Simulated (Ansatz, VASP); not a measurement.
# Ba in VASP and in Ansatz

INCAR

```
SYSTEM = Ba
PREC = Accurate
ENCUT = 520
EDIFF = 1E-6
ISMEAR = 0
SIGMA = 0.15
LREAL = .FALSE.
LASPH = .TRUE.
NELM = 80
ALGO = Fast
ISIF = 2
LWAVE = .FALSE.
LCHARG = .FALSE.
NBANDS = 11
```

Contents of KPOINTS:

```
Automatic mesh
0
G
  14 14 14
  0 0 0
```

Contents of POSCAR:

```
Ba
1.0
   -2.3000000000      2.3000000000      2.5000000000
    2.3000000000     -2.3000000000      2.5000000000
    2.3000000000      2.3000000000     -2.5000000000
Ba
1
Direct
    0.0000000000      0.0000000000      0.0000000000
```

Input for Ansatz:

```yaml
crystal:
  lattice:
    - [-2.3, 2.3, 2.5]
    - [2.3, -2.3, 2.5]
    - [2.3, 2.3, -2.5]
  atoms:
    - { symbol: Ba, position: [0.0, 0.0, 0.0] }
basis:
  ecutwfc: 420
kpoints:
  mp_grid: { grid: [14, 14, 14] }
hamiltonian:
  xc: lda
scf:
  occupations: { method: gaussian, width: 0.15 }
output:
  forces: true
  stress: true
  eigenvalues: true
```

Change from the starting cell: strain -0.080 along x and y, +0.000 along z, atoms carried along.

Alike in both runs: task single point; functional LDA; k mesh 14 × 14 × 14; occupations gaussian, width 0.15 eV; no spin polarisation.

|  | VASP | Ansatz |
| --- | --- | --- |
| version | VASP 6.6.1 | Ansatz 0.2.0 |
| potentials or method | VASP PAW LDA potentials, release 64 (Ba_sv), cutoff 520 eV | scalar-relativistic, plane waves, PAW |
| valence electrons in the cell | 10 | 10 |

|  | VASP | Ansatz | Ansatz less VASP |
| --- | --- | --- | --- |
| gap on the k mesh at the Fermi level (eV) | none | none | - |
| pressure (GPa) | 0.3 | 0.2 | -0.11 |
| traceless stress, the component that is largest in VASP (GPa) | -0.26 | -0.25 | +0.007 |

LDA's correlation is that of Perdew and Zunger in VASP and of Perdew and Wang (1992) in Ansatz. A gap of «none» marks a metal or a gap that the smearing closes.

Spin-orbit coupling is off throughout.
